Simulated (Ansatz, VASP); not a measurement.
**Sn2Te3Pt in VASP and in Ansatz**

```
Sn Te Pt
1.0
     3.68685    0.00000    0.00000
     0.00000    3.68685    0.00000
     0.00000    0.00000   11.45278
Sn Te Pt
2 3 1
Direct
  0.50000 0.50000 0.32054
  0.50000 0.50000 0.67946
  0.00000 0.00000 0.86484
  0.00000 0.00000 0.13516
  0.00000 0.00000 0.50000
  0.50000 0.50000 0.00000
```

Change from the starting cell: species swapped into the Li3Tl2Cd type (P4/mmm, No. 123).

Alike in both runs: task relaxation of cell and atoms; functional PBE; k mesh 6 × 6 × 2; occupations gaussian, width 0.1 eV; no spin polarisation.

|  | VASP | Ansatz |
| --- | --- | --- |
| version | VASP 6.6.1 | Ansatz 0.2.0 |
| potentials or method | VASP PAW PBE potentials, release 64 (Sn_d, Te, Pt), cutoff 600 eV | scalar-relativistic, plane waves, PAW |
| valence electrons in the cell | 56 | 94 |

VASP gave:

* gap on the k mesh at the Fermi level, each at its own relaxed structure (eV): none
* relaxed volume (Å³/atom): 25.81
* relaxed cell length with the largest relative difference (Å): 11.428

Estimate Ansatz's values.

gap on the k mesh at the Fermi level, each at its own relaxed structure (eV): none; relaxed volume (Å³/atom): 25.85; relaxed cell length with the largest relative difference (Å): 11.408.

A gap of «none» marks a metal or a gap that the smearing closes. VASP's potentials hold 56 valence electrons a cell and Ansatz's 94, so a difference there can come from the potentials and not from the codes.

Neither program's run includes spin-orbit coupling. Noted on VASP's run: too few bands were computed for a metal, which touches its energy and stress.
